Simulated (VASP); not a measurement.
# MgO (zincblende type): single point with PBE

MgO (zincblende type):

```
Mg O
1.0
     0.00000    2.30589    2.30589
     2.30589    0.00000    2.30589
     2.30589    2.30589    0.00000
Mg O
1 1
Direct
  0.00000 0.00000 0.00000
  0.25000 0.25000 0.25000
```

| Property | Result |
| --- | --- |
| Program | VASP 6.6.1 |
| Task | single point |
| Functional | PBE |
| Potentials or basis | VASP PAW PBE potentials, release 64 (Mg, O) |
| Cutoff | 520 eV |
| k mesh | 13 × 13 × 13 |
| Occupations | fermi-dirac, width 0.08 eV |
| Spin | no spin polarisation |
| Dipole correction | no |
| k mesh for the DOS | 20 × 20 × 20 |
| Occupations for the DOS | tetrahedron |
| Further INCAR settings | ALGO = Normal; EDIFF = 1e-06; NBANDS = 11 |

| Property | Result |
| --- | --- |
| Valence electrons inside the program's atomic spheres | Mg 0.42; O 5.08 |

Levels at points of the mesh, in eV from the valence-band top:
| k point | band 1 | band 2 | band 3 | band 4 | band 5 | band 6 | band 7 | band 8 | band 9 |
| --- | --- | --- | --- | --- | --- | --- | --- | --- | --- |
| (0.00, 0.00, 0.00) | -15.81 | 0.00 | 0.00 | 0.00 | 3.47 | 16.47 | 16.47 | 16.47 | 20.03 |
| (0.50, 0.00, 0.00) | -15.19 | -2.96 | -0.18 | -0.18 | 8.57 | 9.45 | 14.39 | 14.39 | 19.25 |
| (0.50, 0.50, 0.00) | -15.00 | -2.44 | -0.73 | -0.73 | 6.18 | 11.39 | 13.67 | 16.30 | 16.30 |

It took 30 s on 1 thread of Intel(R) Xeon(R) Platinum 8259CL CPU @ 2.50GHz (Skylake/Cascade Lake) (shared host), peak memory 0.19 GiB.
